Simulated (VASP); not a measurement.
Write the native input for VASP 6.6.1 that does the following.

| Property | Result |
| --- | --- |
| Task | single point |
| Functional | PBEsol |
| Potentials or basis | VASP PAW PBE potentials, release 64 (Zn, O) |
| Cutoff | 520 eV |
| k mesh | 4 × 4 × 1 |
| Occupations | gaussian, width 0.05 eV |
| Spin | no spin polarisation |
| Dipole correction | no |
| Further INCAR settings | LREAL = Auto; ALGO = Normal; EDIFF = 1e-07; NBANDS = 113 |

The structure of Zn16O lies in POSCAR:

```
Zn16O
1.0
    5.3200000000      0.0000000000      0.0000000000
    2.6600000000      4.6072550000      0.0000000000
    0.0000000000      0.0000000000     20.4054400000
Zn O
16 1
Direct
   -0.1666667028      0.3333334057      0.0490064904
    0.3333332972      0.3333334057      0.0490064904
   -0.1666666486      0.8333332972      0.0490064904
    0.3333333514      0.8333332972      0.0490064904
    0.0042634798      0.0024715367      0.1680161271
    0.5055269590      0.0011731497      0.1656814065
    0.0031458946      0.5042668574      0.1644774629
    0.5048284154      0.5040465527      0.1655366902
   -0.1678242901      0.3451647456      0.2766769058
    0.3324154035      0.3339793434      0.2757796450
   -0.1598778835      0.8354245641      0.2772371485
    0.3486382535      0.8288377787      0.2784917159
    0.0308298446      0.0248538446      0.3839673146
    0.5206394536      0.0500981604      0.3950374018
    0.0697442765      0.5089336275      0.4122902520
    0.5282975994      0.5155848765      0.4014755869
    0.6959060716      0.7093145485      0.4481740653
```

The input as run:

INCAR

```
SYSTEM = Zn16O
ALGO     = Normal         ! electronic algorithm
EDIFF    = 1E-7           ! SCF threshold, eV
ENCUT    = 520            ! plane-wave cutoff, eV
GGA      = PS             ! functional
ISIF     = 2              ! what is computed and relaxed
ISMEAR   = 0              ! smearing method
LASPH    = .TRUE.         ! aspherical terms in the spheres
LCHARG   = .FALSE.        ! write CHGCAR
LREAL    = Auto         
LWAVE    = .FALSE.        ! write WAVECAR
NBANDS   = 113            ! bands
NELM     = 100            ! most SCF steps
PREC     = Accurate       ! precision mode
SIGMA    = 0.05           ! smearing width, eV
```

KPOINTS

```
k-points
0
G
  4 4 1
  0 0 0
```

Potentials or basis: VASP PAW PBE potentials, release 64 (Zn, O).

Command:

```bash
$ cat potpaw_PBE.64/Zn/POTCAR potpaw_PBE.64/O/POTCAR > POTCAR
$ mpirun -np 1 vasp_std > vasp.out
```

Results of the run:

* Largest force: 0.172 eV/Å
* Band gap on the k mesh: zero (bands 99 and 100 overlap by 0.92 eV)

Caveat: there is no dipole correction, which matters where the two faces differ; the PAW data sets were made with another functional, which shifts forces and pressure a little.

It took 15 min on 1 thread of Intel(R) Xeon(R) 6975P-C (Granite Rapids) (shared host), peak memory 0.75 GiB.
